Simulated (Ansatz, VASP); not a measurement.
Given: the input of a run of Ansatz 0.2.0 on KF.

The input input.yaml:

```yaml
crystal:
  lattice:
    - [0.0, 2.67185, 2.67185]
    - [2.67185, 0.0, 2.67185]
    - [2.67185, 2.67185, 0.0]
  atoms:
    - { symbol: K, position: [0.0, 0.0, 0.0] }
    - { symbol: F, position: [0.5, 0.5, 0.5] }
kpoints:
  mp_grid: { grid: [6, 6, 6] }
scf:
  occupations: { method: fermi_dirac, width: 0.02 }
hamiltonian:
  xc: pbe
  pseudopotentials: { kind: all_electron, lapw: { basis_error: 0.002 } }
output:
  forces: true
  stress: true
  eigenvalues: true
```

Potentials or basis: all-electron LAPW, scalar-relativistic.

Run with:

```bash
$ ansatz run input.yaml --threads 1 --pin off --max-ram 2560MiB --backend cpu --events-out ev --progress --plain --runs-dir out
```

Question: Set up the same calculation for VASP 6.6.1. Potentials there: VASP PAW PBE potentials, release 64 (K_sv, F).

Answer: As run (the cutoff follows the program's own potentials):

File INCAR:

```
SYSTEM = KF
PREC     = Accurate       ! precision mode
ENCUT    = 520            ! plane-wave cutoff, eV
EDIFF    = 1E-6           ! SCF threshold, eV
ISMEAR   = -1             ! smearing method
SIGMA    = 0.02           ! smearing width, eV
LREAL    = .False.        ! projectors in reciprocal space
LASPH    = .True.         ! aspherical terms in the spheres
NELM     = 100            ! most SCF steps
ALGO     = Normal         ! electronic algorithm
ISIF     = 2              ! what is computed and relaxed
LWAVE    = .False.        ! write WAVECAR
LCHARG   = .False.        ! write CHGCAR
GGA      = PE             ! functional
NBANDS   = 15             ! bands
```

KPOINTS

```
Automatic mesh
0
Gamma
  6 6 6
  0 0 0
```

POSCAR

```
KF
1.0
    0.0000000000      2.6718500000      2.6718500000
    2.6718500000      0.0000000000      2.6718500000
    2.6718500000      2.6718500000      0.0000000000
K F
1 1
Direct
    0.0000000000      0.0000000000      0.0000000000
    0.5000000000      0.5000000000      0.5000000000
```

Potentials or basis: VASP PAW PBE potentials, release 64 (K_sv, F).

Launch:

```bash
$ cat potpaw_PBE.64/K_sv/POTCAR potpaw_PBE.64/F/POTCAR > POTCAR
$ mpirun -np 1 vasp_std > vasp.out
```

Both were run:

|  | VASP | Ansatz | Ansatz less VASP |
| --- | --- | --- | --- |
| gap on the k mesh at the Fermi level (eV) | 6.17 | 6.18 | +0.011 |
| least direct gap on the mesh (eV) | 6.17 | 6.18 | +0.011 |
| pressure (GPa) | 1.4 | 1.4 | -0.04 |

Ansatz ran all-electron here, and VASP with PAW potentials.
